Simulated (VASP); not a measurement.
# ScRe3 (I4/mmm) in VASP: notebook, part 2 of 2

VASP 6.6.1. Earlier steps stand in the parts before.

### Step 4. Relaxation of cell and atoms, PBE

The input, INCAR:

```
SYSTEM = ScRe3
PREC = Accurate
ENCUT = 600
EDIFF = 1E-6
ISMEAR = 0
SIGMA = 0.1
LREAL = .FALSE.
LASPH = .TRUE.
NELM = 60
ALGO = Fast
ISIF = 3
LWAVE = .FALSE.
LCHARG = .FALSE.
GGA = PE
IBRION = 2
NSW = 90
EDIFFG = -0.04
```

The input, KPOINTS:

```
Automatic mesh
0
G
  6 6 6
  0 0 0
```

The input, POSCAR:

```
ScRe3
1.0
   -1.9139492720      1.9139492720      4.2753152569
    1.9139492720     -1.9139492720      4.2753152569
    1.9139492720      1.9139492720     -4.2753152569
Sc Re
1 3
Direct
    0.0000000000      0.0000000000      0.0000000000
    0.5000000000      0.5000000000      0.0000000000
    0.2500000000      0.7500000000      0.5000000000
    0.7500000000      0.2500000000      0.5000000000
```

Potentials or basis: VASP PAW PBE potentials, release 64 (Sc_sv, Re).

Launch:

```bash
cat potpaw_PBE.64/Sc_sv/POTCAR potpaw_PBE.64/Re/POTCAR > POTCAR
mpirun -np 1 vasp_std > vasp.out
```

OUTCAR:

```text
SYSTEM = ScRe3
   PREC = Accurate
   ENCUT = 600
   EDIFF = 1E-6
   ISMEAR = 0
   LREAL = .FALSE.
   LASPH = .TRUE.
   NELM = 60
   ISIF = 3
   GGA = PE
   IBRION = 2
   NSW = 90
   EDIFFG = -0.04

 ion  position               nearest neighbor table
   1  0.000  0.000  0.000-   2 2.71   2 2.71   2 2.71   2 2.71   4 2.87   3 2.87   4 2.87   3 2.87
                             4 2.87   4 2.87   3 2.87   3 2.87
   2  0.500  0.500  0.000-   1 2.71   1 2.71   1 2.71   1 2.71   4 2.87   3 2.87   4 2.87   4 2.87
                             3 2.87   3 2.87   4 2.87   3 2.87
   3  0.250  0.750  0.500-   4 2.71   4 2.71   4 2.71   4 2.71   2 2.87   1 2.87   2 2.87   2 2.87
                             1 2.87   1 2.87   2 2.87   1 2.87
   4  0.750  0.250  0.500-   3 2.71   3 2.71   3 2.71   3 2.71   2 2.87   1 2.87   2 2.87   1 2.87
                             2 2.87   2 2.87   1 2.87   1 2.87

  LATTYP: Found a body centered tetragonal cell.
 ALAT       =     3.8278985440
 C/A-ratio  =     2.2337662337

  Lattice vectors:

 A1 = (  -1.9139492720,   1.9139492720,   4.2753152569)
 A2 = (   1.9139492720,  -1.9139492720,   4.2753152569)
 A3 = (   1.9139492720,   1.9139492720,  -4.2753152569)

[... 224 lines left out ...]
  --------------------------------------------------------------------------------------
  -------------------------------------------------------------------------------------
  Total       -6.1311252     -6.1311252     -5.9340259      0.0000000      0.0000000      0.0000000
  in kB     -143.4521462   -143.4521462   -138.8405421      0.0000000      0.0000000      0.0000000
  external PRESSURE =    -141.9149448 kB  Pullay stress =       0.0000000 kB
[... 101 lines left out ...]
--------------------------------------- Ionic step        5  -------------------------------------------

 number of electron      32.0000000 magnetization

 Free energy of the ion-electron system (eV)
  ---------------------------------------------------
  ext. energy  EPLUGINS =         0.00000000
  ---------------------------------------------------
  free energy    TOTEN  =       -42.44504878 eV

  energy without entropy =      -42.42251190  energy(sigma->0) =      -42.43378034

 E-fermi :   6.9462     XC(G=0): -12.8827

 val. band max:        6.9381259751   @ k =   0.5000   0.3333   0.0000
 cond. band min:       6.9475127927   @ k =   0.3333   0.0000   0.0000
 fundamental gap:      0.0093868177
 Fermi energy:         6.9461961868

 k-point     1 :       0.0000    0.0000    0.0000
  band No.  band energies     occupation
      1     -41.2256      2.00000
      2     -20.0070      2.00000
      3     -19.9430      2.00000
      4     -19.9430      2.00000
      5      -1.8071      2.00000
      6       1.5462      2.00000
[... 541 lines left out ...]
     19       8.6825      0.00000
     20       9.1136      0.00000

 [... further k-points ...]

------------------------ aborting loop because EDIFF is reached ----------------------------------------

  FORCE on cell =-STRESS in cart. coord.  units (eV):
  Direction    XX          YY          ZZ          XY          YZ          ZX
  --------------------------------------------------------------------------------------
  -------------------------------------------------------------------------------------
  Total        0.0739575      0.0739575     -0.1486377      0.0000000     -0.0000000      0.0000000
  in kB        1.8493338      1.8493338     -3.7167387      0.0000000     -0.0000000      0.0000000
  external PRESSURE =      -0.0060237 kB  Pullay stress =       0.0000000 kB
[... 19 lines left out ...]
  FREE ENERGIE OF THE ION-ELECTRON SYSTEM (eV)
  ---------------------------------------------------
  free  energy   TOTEN  =       -42.4450487838 eV

  energy  without entropy=      -42.4225119019  energy(sigma->0) =      -42.43378034

 reached required accuracy - stopping structural energy minimisation
```

CONTCAR:

```text
ScRe3
   1.00000000000000
    -1.9289567670123275    1.9289567670123275    4.3049950892790143
     1.9289567670123275   -1.9289567670123275    4.3049950892790143
     1.9289567670123275    1.9289567670123275   -4.3049950892790143
  Sc              Re
     1     3
Direct
     0.0000000000000000    0.0000000000000000    0.0000000000000000
     0.5000000000000000    0.5000000000000000    0.0000000000000000
     0.2500000000000000    0.7500000000000000    0.5000000000000000
     0.7500000000000000    0.2500000000000000    0.5000000000000000

  0.00000000E+00  0.00000000E+00  0.00000000E+00
  0.00000000E+00  0.00000000E+00  0.00000000E+00
  0.00000000E+00  0.00000000E+00  0.00000000E+00
  0.00000000E+00  0.00000000E+00  0.00000000E+00
```

Run time: 11 min. Hardware: 1 thread of AMD EPYC 7R13 (Zen 3), shared host; peak memory 0.26 GiB.

What came out:

* Free energy: -42.4450 eV
* Relaxed volume: 16.02 Å³/atom
* Relaxed cell: a = 5.097 Å, b = 5.097 Å, c = 5.097 Å, α = 135.52°, β = 135.52°, γ = 64.72°
* Space group after relaxing (to 0.1 Å): I4/mmm (No. 139)
* Energy gained by relaxing: 7.9 meV/atom
* Ionic steps: 5
* Pressure after relaxing: 0.0 GPa
* Band gap on the k mesh: zero (bands 16 and 17 overlap by 1.33 eV)

The path:
```csv
step,energy change (eV),largest force (eV/Å),pressure (GPa),volume (Å³)
1,0.0000,0.0000,6.39,62.65
2,0.1767,0.0000,-14.19,68.48
3,-0.0313,0.0000,-0.33,64.18
4,-0.0314,0.0000,-0.09,64.10
5,-0.0314,0.0000,0.00,64.07
```

Final structure:
```
Sc Re
1.0
    -1.92896    1.92896    4.30500
     1.92896   -1.92896    4.30500
     1.92896    1.92896   -4.30500
Sc Re
1 3
Direct
  0.00000 0.00000 0.00000
  0.50000 0.50000 0.00000
  0.25000 0.75000 0.50000
  0.75000 0.25000 0.50000
```

Caveat: spin-orbit coupling is left out, which moves the levels of the heavy elements.

### Step 5. Single point, PBE

This run uses another cell than the first one, of 16.02 Å³/atom.

The input, INCAR:

```
  PREC = Accurate
  ENCUT = 520
  EDIFF = 1E-6
  ISMEAR = 0
  SIGMA = 0.1
  LREAL = False
  LASPH = True
  NELM = 80
  ALGO = Fast
  ISIF = 2
  LWAVE = False
  LCHARG = False
  GGA = PE
  NBANDS = 24
```

The input, KPOINTS:

```
Automatic mesh
0
Gamma
  16 16 16
```

The input, POSCAR:

```
ScRe3
1.0
   -1.9496539698      1.9496539698      4.2133119718
    1.9496539698     -1.9496539698      4.2133119718
    1.9496539698      1.9496539698     -4.2133119718
Sc Re
1 3
Direct
    0.0000000000      0.0000000000      0.0000000000
    0.5000000000      0.5000000000      0.0000000000
    0.2500000000      0.7500000000      0.5000000000
    0.7500000000      0.2500000000      0.5000000000
```

Launch:

```bash
cat potpaw_PBE.64/Sc_sv/POTCAR potpaw_PBE.64/Re/POTCAR > POTCAR
mpirun -np 1 vasp_std > vasp.out
```

Run time: 21 min. Hardware: 1 thread of AMD EPYC 7R13 (Zen 3), shared host; peak memory 0.61 GiB.

The run converged. Its results:

| Property | Result |
| --- | --- |
| Free energy | -42.4430 eV |
| Pressure | -0.1 GPa |
| Band gap on the k mesh | zero (bands 16 and 17 overlap by 1.84 eV) |

Stress tensor (GPa, compression positive):
```
-0.16  0.00  0.00
 0.00 -0.16  0.00
 0.00  0.00 -0.06
```

Levels at points of the mesh, in eV from the Fermi level:
| k point | band 12 | band 13 | band 14 | band 15 | band 16 | band 17 | band 18 | band 19 | band 20 | band 21 |
| --- | --- | --- | --- | --- | --- | --- | --- | --- | --- | --- |
| (0.00, 0.00, 0.00) | -2.06 | -2.06 | -1.13 | 0.15 | 0.16 | 0.16 | 0.45 | 2.07 | 2.41 | 2.82 |
| (0.50, 0.00, 0.00) | -2.29 | -1.97 | -1.80 | -1.51 | -0.52 | 0.21 | 0.39 | 0.54 | 1.41 | 2.59 |
| (0.50, 0.50, 0.00) | -2.12 | -1.46 | -0.75 | -0.40 | -0.38 | -0.08 | 0.41 | 0.92 | 1.33 | 1.84 |
| (0.50, 0.50, 0.50) | -2.12 | -1.45 | -0.25 | 0.78 | 0.78 | 2.02 | 2.02 | 2.60 | 3.20 | 3.57 |

Caveat: spin-orbit coupling is left out, which moves the levels of the heavy elements.

### Step 6. Overview

| task | cell | k mesh | cutoff (eV) | gap on the mesh (eV) | pressure (GPa) |
| --- | --- | --- | --- | --- | --- |
| single point | a = 5.060 Å, angles 135.6, 135.6, 64.7°, 4 atoms | 6 × 6 × 6 | 520 | none | 5.8 |
| single point | a = 5.092 Å, angles 135.4, 135.4, 64.9°, 4 atoms | 6 × 6 × 6 | 520 | none | -0.2 |
| relaxation of cell and atoms | relaxed from a = 5.060 Å, angles 135.6, 135.6, 64.7°, 4 atoms | 6 × 6 × 6 | 600 | none | 0.0 |
| single point | a = 5.035 Å, angles 134.4, 134.4, 66.4°, 4 atoms | 16 × 16 × 16 | 520 | none | -0.1 |

Alike in all rows: level PBE; potentials or basis VASP PAW PBE potentials, release 64 (Sc_sv, Re); no spin polarisation; smearing gaussian 0.1 eV.

Caveats: spin-orbit coupling is left out, which moves the levels of the heavy elements; the cell stands under pressure (at least some runs).

Total energies depend on the potentials used, so only differences within one code and one set of settings carry meaning.
